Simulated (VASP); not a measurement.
Write the native input for VASP 6.6.1 that does the following.

```
Task                   : single point
Functional             : PBE
Potentials or basis    : VASP PAW PBE potentials, release 64 (Be, Li_sv)
Cutoff                 : 520 eV
k mesh                 : 5 × 5 × 3
Occupations            : fermi-dirac, width 0.05 eV
Spin                   : no spin polarisation
Dipole correction      : no
Further INCAR settings : LREAL = Auto; ALGO = Normal; EDIFF = 1e-07; NBANDS = 32
```

The structure of LiBe16 (a cell with a defect) lies in POSCAR:

```
LiBe16
1.0
   -2.2900000000     -3.9663960000      0.0000000000
    3.4350000000     -1.9831980000      0.0000000000
    0.0000000000      0.0000000000      7.1768600000
Be Li
16 1
Direct
    0.7664112766      0.5447329908     -0.0070738457
    0.5142384398      0.3984230064      0.2406349016
    0.6914985732      0.2240869673      0.4939274279
    0.5140373648      0.3962222897      0.7465833247
    0.5074315758      0.0393069312     -0.0074631524
    0.2432879124      0.8478804423      0.2370173028
    0.4781587525     -0.1607736410      0.4909238859
    0.2437229612      0.8470441284      0.7463468704
    0.2606773802      0.5284239303     -0.0073224223
    0.0101739220      0.3528594706      0.2383935314
    0.2824200295      0.4455129163      0.4938310069
    0.0090272212      0.3517896176      0.7465171398
    0.0112726903      0.0349506436     -0.0077278921
    0.7560933162      0.9017367378      0.2390840841
    0.0753310367      0.0436745485      0.4918821044
    0.7557362874      0.8995610184      0.7462011242
   -0.1228462266      0.6332498227      0.4922698785
```

These files were run (other wordings do the same):

INCAR

```
SYSTEM = LiBe16
PREC = Accurate
ENCUT = 520
EDIFF = 1E-7
ISMEAR = -1
SIGMA = 0.05
LREAL = Auto
LASPH = .TRUE.
NELM = 80
ALGO = Normal
ISIF = 2
LWAVE = .FALSE.
LCHARG = .TRUE.
GGA = PE
LELF = .TRUE.
LVHAR = .TRUE.
NBANDS = 32
```

KPOINTS

```
regular mesh
0
G
  5 5 3
  0 0 0
```

Potentials or basis: VASP PAW PBE potentials, release 64 (Be, Li_sv).

Command:

```console
$ cat potpaw_PBE.64/Be/POTCAR potpaw_PBE.64/Li_sv/POTCAR > POTCAR
$ mpirun -np 1 vasp_std > vasp.out
```

Results of the run:

| Item | Value |
| --- | --- |
| Largest force | 0.033 eV/Å |
| Band gap on the k mesh | zero (an odd number of electrons rules out a gap without spin polarisation) |

It took 5.2 min on 1 thread of Oxide Virtual Turin-like Processor, on a shared host, peak memory 0.24 GiB.
